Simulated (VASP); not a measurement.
# PbC (Pm-3m) in VASP: notebook

PbC is run at these levels: PBEsol; tasks: single point.

All numbers are computed with VASP 6.6.1; they aren't measurements. Logs are shortened: lines on timing, memory, paths and dates and some standing lists are left out, and cuts for length are marked.

## 1. The cell of the first run

It takes space group Pm-3m (No. 221, cubic). Conventional cell: a = 3.152 Å, b = 3.152 Å, c = 3.152 Å, α = 90.00°, β = 90.00°, γ = 90.00°. Within 3.6 Å of C (site symmetry m-3m) lie 8 Pb at 2.73 Å and 6 C at 3.15 Å. Within 3.6 Å of Pb (site symmetry m-3m) lie 8 C at 2.73 Å and 6 Pb at 3.15 Å.

## 2. Single point, PBEsol

The input, INCAR:

```
SYSTEM = PbC
PREC = Accurate ; ENCUT = 600
EDIFF = 1E-6 ; ISMEAR = 0
SIGMA = 0.05 ; LREAL = .FALSE.
LASPH = .TRUE. ; NELM = 120
ALGO = Normal ; ISIF = 2
LWAVE = .FALSE. ; LCHARG = .FALSE.
GGA = PS ; NBANDS = 16
GGA_COMPAT = .FALSE.
```

The input, KPOINTS:

```
Automatic mesh
0
G
  6 6 6
  0 0 0
```

The input, POSCAR:

```
PbC
1.0
    3.1523324698      0.0000000000      0.0000000000
    0.0000000000      3.1523324698      0.0000000000
    0.0000000000      0.0000000000      3.1523324698
C Pb
1 1
Direct
    0.0000000000      0.0000000000      0.0000000000
    0.5000000000      0.5000000000      0.5000000000
```

Potentials or basis: VASP PAW PBE potentials, release 64 (C, Pb_d).

The run is started by

```bash
$ cat potpaw_PBE.64/C/POTCAR potpaw_PBE.64/Pb_d/POTCAR > POTCAR
$ mpirun -np 1 vasp_std > vasp.out
```

OUTCAR:

```text
SYSTEM = PbC
   PREC = Accurate
   ENCUT = 600
   EDIFF = 1E-6
   ISMEAR = 0
   LREAL = .FALSE.
   LASPH = .TRUE.
   NELM = 120
   ISIF = 2
   GGA = PS

 ion  position               nearest neighbor table
   1  0.000  0.000  0.000-   2 2.73   2 2.73   2 2.73   2 2.73   2 2.73   2 2.73   2 2.73   2 2.73

   2  0.500  0.500  0.500-   1 2.73   1 2.73   1 2.73   1 2.73   1 2.73   1 2.73   1 2.73   1 2.73

  LATTYP: Found a simple cubic cell.
 ALAT       =     3.1523324698

  Lattice vectors:

 A1 = (   3.1523324698,   0.0000000000,   0.0000000000)
 A2 = (   0.0000000000,   3.1523324698,   0.0000000000)
 A3 = (   0.0000000000,   0.0000000000,   3.1523324698)

Analysis of symmetry for initial positions (statically):
=====================================================================
 Subroutine PRICEL returns:
 Original cell was already a primitive cell.

 Routine SETGRP: Setting up the symmetry group for a
 simple cubic supercell.

 Subroutine GETGRP returns: Found 48 space group operations
 (whereof 48 operations were pure point group operations)
 out of a pool of 48 trial point group operations.

The static configuration has the point symmetry O_h .

Analysis of symmetry for dynamics (positions and initial velocities):
=====================================================================
 Subroutine PRICEL returns:
 Original cell was already a primitive cell.

 Routine SETGRP: Setting up the symmetry group for a
 simple cubic supercell.

 Subroutine GETGRP returns: Found 48 space group operations
 (whereof 48 operations were pure point group operations)
 out of a pool of 48 trial point group operations.

The dynamic configuration has the point symmetry O_h .

 Subroutine INISYM returns: Found 48 space group operations
 (whereof 48 operations are pure point group operations),
 and found     1 'primitive' translations

----------------------------------------------------------------------------------------

                                     Primitive cell

  volume of cell :      31.3254

  direct lattice vectors                    reciprocal lattice vectors
     3.152332470  0.000000000  0.000000000     0.317225423  0.000000000  0.000000000
     0.000000000  3.152332470  0.000000000     0.000000000  0.317225423  0.000000000
     0.000000000  0.000000000  3.152332470     0.000000000  0.000000000  0.317225423

  length of vectors
     3.152332470  3.152332470  3.152332470     0.317225423  0.317225423  0.317225423

  position of ions in fractional coordinates (direct lattice)
     0.000000000  0.000000000  0.000000000
     0.500000000  0.500000000  0.500000000

  ion indices of the primitive-cell ions
   primitive index   ion index
                 1           1
                 2           2

----------------------------------------------------------------------------------------

 KPOINTS: Automatic mesh

Automatic generation of k-mesh.
 Grid dimensions read from file:
 generate k-points for:    6    6    6

 Generating k-lattice:

  Cartesian coordinates                     Fractional coordinates (reciprocal lattice)
     0.052870904  0.000000000  0.000000000     0.166666667  0.000000000  0.000000000
     0.000000000  0.052870904  0.000000000     0.000000000  0.166666667  0.000000000
     0.000000000  0.000000000  0.052870904     0.000000000  0.000000000  0.166666667

  Length of vectors
     0.052870904  0.052870904  0.052870904

  Shift w.r.t. Gamma in fractional coordinates (k-lattice)
     0.000000000  0.000000000  0.000000000

 Subroutine IBZKPT returns following result:
 ===========================================

 Found     20 irreducible k-points:

 Following reciprocal coordinates:
            Coordinates               Weight
  0.000000  0.000000  0.000000      1.000000
  0.166667  0.000000  0.000000      6.000000
  0.333333  0.000000  0.000000      6.000000
  0.500000  0.000000  0.000000      3.000000
  0.166667  0.166667  0.000000     12.000000
  0.333333  0.166667  0.000000     24.000000
[... 12 lines left out ...]
  0.500000  0.500000  0.333333      6.000000
  0.500000  0.500000  0.500000      1.000000
   k-points           NKPTS =     20   k-points in BZ     NKDIM =     20   number of bands    NBANDS=     16
   number of dos      NEDOS =    301   number of ions     NIONS =      2
   total plane-waves  NPLWV =  21952
   dimension x,y,z NGX =    28 NGY =   28 NGZ =   28
   dimension x,y,z NGXF=    56 NGYF=   56 NGZF=   56
   ions per type =               1   1
   NGX,Y,Z   is equivalent  to a cutoff of  14.77, 14.77, 14.77 a.u.
   NGXF,Y,Z  is equivalent  to a cutoff of  29.53, 29.53, 29.53 a.u.
 SYSTEM =  PbC
   PREC   = accura    normal or accurate (medium, high low for compatibility)
   ISTART =      0    job   : 0-new  1-cont  2-samecut
   ICHARG =      2    charge: 1-file 2-atom 10-const
   ISPIN  =      1    spin polarized calculation?
   LNONCOLLINEAR =      F non collinear calculations
   LSORBIT =      F    spin-orbit coupling
   LASPH  =      T    aspherical Exc in radial PAW
   ENCUT  =  600.0 eV  44.10 Ry    6.64 a.u.   6.30  6.30  6.30*2*pi/ulx,y,z
   NELM   =    120;   NELMIN=  2; NELMDL= -5     # of ELM steps
   EDIFF  = 0.1E-05   stopping-criterion for ELM
   LREAL  =      F    real-space projection
   EDIFFG = 0.1E-04   stopping-criterion for IOM
   NSW    =      0    number of steps for IOM
   IBRION =     -1    ionic relax: 0-MD 1-quasi-New 2-CG
   NFREE  =      0    steps in history (QN), initial steepest desc. (CG)
   ISIF   =      2    stress and relaxation
   ISYM   =      2    0-nonsym 1-usesym 2-fastsym
   POTIM  = 0.5000    time-step for ionic-motion
   TEBEG  =    0.0;   TEEND  =   0.0 temperature during run
   PSTRESS=    0.0 pullay stress
   NELECT =      18.0000    total number of electrons
   NUPDOWN=      -1.0000    fix difference up-down
   EMIN   =  10.00;   EMAX   =-10.00  energy-range for DOS
   EFERMI =   0.00;   METHOD = LEGACY
   ISMEAR =     0;   SIGMA  =   0.05  broadening in eV -4-tet -1-fermi 0-gaus
   EFERMI_NEDOS =   21; number of points for ismear=-14 and -15
   IALGO  =     38    algorithm
   IMIX   =      4    mixing-type and parameters
     AMIX     =   0.40;   BMIX     =  1.00
     AMIX_MAG =   1.60;   BMIX_MAG =  1.00
  volume/ion in A,a.u.               =      15.66       105.70
  Fermi-wavevector in a.u.,A,eV,Ry     =   1.361028  2.571970 25.203385  1.852397
  Thomas-Fermi vector in A             =   2.487639
   LORBIT       =      0    0 simple, 1 ext, 2 COOP (PROOUT), +10 PAW based schemes
   GGA     = PS    functional components
   LHFCALC =     F    Hartree Fock is set to
   AEXX    =    0.0000 exact exchange contribution
   IVDW    =     0    specifies the selected vdW correction
   LEPSILON=     F    determine dielectric tensor
   LRPA    =     F    only Hartree local field effects (RPA)
 non-spin polarized calculation
 Gauss-broadening in eV      SIGMA  =   0.05
  energy-cutoff  :      600.00
  volume of cell :       31.33
 maximum number of plane-waves:      1068
 NGX is ok and might be reduce to    28
   NGX = 13   NGY = 13   NGZ = 13

 number of electron      18.0000000 magnetization

 Free energy of the ion-electron system (eV)
  ---------------------------------------------------
  ext. energy  EPLUGINS =         0.00000000
  ---------------------------------------------------
  free energy    TOTEN  =        -9.09930518 eV

  energy without entropy =       -9.09675983  energy(sigma->0) =       -9.09803251

 E-fermi :   8.6771     XC(G=0): -11.8540

 val. band max:        8.4897530909   @ k =   0.1667   0.1667   0.0000
 cond. band min:       8.7105268219   @ k =   0.5000   0.3333   0.1667
 fundamental gap:      0.2207737310
 Fermi energy:         8.6770900694

 k-point     1 :       0.0000    0.0000    0.0000
  band No.  band energies     occupation
      1      -8.4215      2.00000
      2      -8.4215      2.00000
      3      -7.6694      2.00000
      4      -7.6694      2.00000
      5      -7.6694      2.00000
      6      -5.6246      2.00000
[... 8 lines left out ...]
     15      18.7314      0.00000
     16      26.3639      0.00000

 k-point     2 :       0.1667    0.0000    0.0000
  band No.  band energies     occupation
      1      -8.4097      2.00000
      2      -8.2937      2.00000
      3      -7.7288      2.00000
      4      -7.7288      2.00000
      5      -7.6642      2.00000
      6      -5.1920      2.00000
[... 8 lines left out ...]
     15      20.1149      0.00000
     16      24.4150      0.00000

 k-point     3 :       0.3333    0.0000    0.0000
  band No.  band energies     occupation
      1      -8.3859      2.00000
      2      -8.0541      2.00000
      3      -7.8447      2.00000
      4      -7.8447      2.00000
      5      -7.6539      2.00000
      6      -3.8802      2.00000
[... 8 lines left out ...]
     15      22.1771      0.00000
     16      23.5645      0.00000

 k-point     4 :       0.5000    0.0000    0.0000
  band No.  band energies     occupation
      1      -8.3740      2.00000
      2      -7.9411      2.00000
      3      -7.9013      2.00000
      4      -7.9013      2.00000
      5      -7.6487      2.00000
      6      -2.0991      2.00000
[... 8 lines left out ...]
     15      21.2357      0.00000
     16      26.7417      0.00000
[... 248 lines left out ...]
 k-point    18 :       0.5000    0.3333    0.3333
  band No.  band energies     occupation
      1      -8.1751      2.00000
      2      -8.1225      2.00000
      3      -8.0407      2.00000
      4      -7.7041      2.00000
      5      -7.5449      2.00000
      6       0.2835      2.00000
[... 8 lines left out ...]
     15      23.1880      0.00000
     16      24.1634      0.00000

 k-point    19 :       0.5000    0.5000    0.3333
  band No.  band energies     occupation
      1      -8.2366      2.00000
      2      -8.1147      2.00000
      3      -8.1147      2.00000
      4      -7.6229      2.00000
      5      -7.4476      2.00000
      6       0.6130      2.00000
[... 8 lines left out ...]
     15      24.4282      0.00000
     16      24.4282      0.00000

 k-point    20 :       0.5000    0.5000    0.5000
  band No.  band energies     occupation
      1      -8.1969      2.00000
      2      -8.1969      2.00000
      3      -8.1969      2.00000
      4      -7.4444      2.00000
      5      -7.4444      2.00000
      6       0.6992      2.00000
[... 8 lines left out ...]
     15      24.7286      0.00000
     16      24.7286      0.00000

------------------------ aborting loop because EDIFF is reached ----------------------------------------

  FORCE on cell =-STRESS in cart. coord.  units (eV):
  Direction    XX          YY          ZZ          XY          YZ          ZX
  --------------------------------------------------------------------------------------
  -------------------------------------------------------------------------------------
  Total        1.2098555      1.2098555      1.2098555     -0.0000000      0.0000000     -0.0000000
  in kB       61.8796747     61.8796747     61.8796747     -0.0000000      0.0000000     -0.0000000
  external PRESSURE =      61.8796747 kB  Pullay stress =       0.0000000 kB

 VOLUME and BASIS-vectors are now :
 -----------------------------------------------------------------------------
  energy-cutoff  :      600.00
  volume of cell :       31.33
      direct lattice vectors                 reciprocal lattice vectors
     3.152332470  0.000000000  0.000000000     0.317225423  0.000000000  0.000000000
     0.000000000  3.152332470  0.000000000     0.000000000  0.317225423  0.000000000
     0.000000000  0.000000000  3.152332470     0.000000000  0.000000000  0.317225423

 POSITION                                       TOTAL-FORCE (eV/Angst)
 -----------------------------------------------------------------------------------
      0.00000      0.00000      0.00000         0.000000      0.000000      0.000000
      1.57617      1.57617      1.57617         0.000000      0.000000      0.000000
 -----------------------------------------------------------------------------------
    total drift:                                0.000000      0.000000      0.000000

  FREE ENERGIE OF THE ION-ELECTRON SYSTEM (eV)
  ---------------------------------------------------
  free  energy   TOTEN  =        -9.0993051846 eV

  energy  without entropy=       -9.0967598350  energy(sigma->0) =       -9.09803251
```

Wall time 26 s (1 thread of AMD EPYC 7R13, shared host); peak memory 0.13 GiB.

Results:

- Free energy: -9.0993 eV
- Pressure: 6.2 GPa
- Band gap on the k mesh: zero (band 9 reaches 9.60 eV, above the bottom of band 10 at 7.14 eV)

Caveat: the PAW data sets were made with another functional, which shifts forces and pressure a little; spin-orbit coupling is left out, which moves the levels of the heavy elements.

(Part 1 of 2 ends here.)
